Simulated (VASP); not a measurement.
Set up this calculation in VASP 6.6.1, as the native input.

* Task: relaxation of shape and atoms at fixed volume
* Functional: PBE
* Potentials or basis: VASP PAW PBE potentials, release 64 (Pb_d)
* Cutoff: 600 eV
* k mesh: 13 × 13 × 12
* Occupations: fermi-dirac, width 0.1 eV
* Spin: no spin polarisation
* Dipole correction: no
* Further INCAR settings: ALGO = Normal; EDIFF = 1e-06; IBRION = 2; EDIFFG = -0.005; NSW = 50; ISIF = 4

The structure of Pb lies in POSCAR:

```
Pb
1.0
    3.3002632511      0.0000000000      0.0000000000
   -1.6501316256      2.8581118146      0.0000000000
    0.0000000000      0.0000000000      3.1586086107
Pb
1
Direct
    0.0000000000      0.0000000000      0.0000000000
```

These files were run (other wordings do the same):

INCAR

```
SYSTEM = Pb
PREC     = Accurate       ! precision mode
ENCUT    = 600            ! plane-wave cutoff, eV
EDIFF    = 1E-6           ! SCF threshold, eV
ISMEAR   = -1             ! smearing method
SIGMA    = 0.1            ! smearing width, eV
LREAL    = .False.        ! projectors in reciprocal space
LASPH    = .True.         ! aspherical terms in the spheres
NELM     = 60             ! most SCF steps
ALGO     = Normal         ! electronic algorithm
ISIF     = 4              ! what is computed and relaxed
LWAVE    = .False.        ! write WAVECAR
LCHARG   = .False.        ! write CHGCAR
GGA      = PE             ! functional
IBRION   = 2              ! ionic algorithm
NSW      = 50             ! ionic steps
EDIFFG   = -0.005         ! ionic threshold
```

KPOINTS

```
regular mesh
0
Gamma
  13 13 12
  0 0 0
```

Potentials or basis: VASP PAW PBE potentials, release 64 (Pb_d).

The run is started by

```console
$ cat potpaw_PBE.64/Pb_d/POTCAR > POTCAR
$ mpirun -np 1 vasp_std > vasp.out
```

It gave:

The energy gained by relaxing is 0.2 meV/atom, the ionic steps are 3 and the pressure after relaxing is 5.1 GPa. The band gap on the k mesh is zero (band 7 reaches 12.42 eV, above the bottom of band 8 at 5.58 eV).

Caveat: spin-orbit coupling is left out, which moves the levels of the heavy elements.

It took 53 s on 1 thread of AMD EPYC 7R13 Processor (Zen 3) (shared host), peak memory 0.17 GiB.
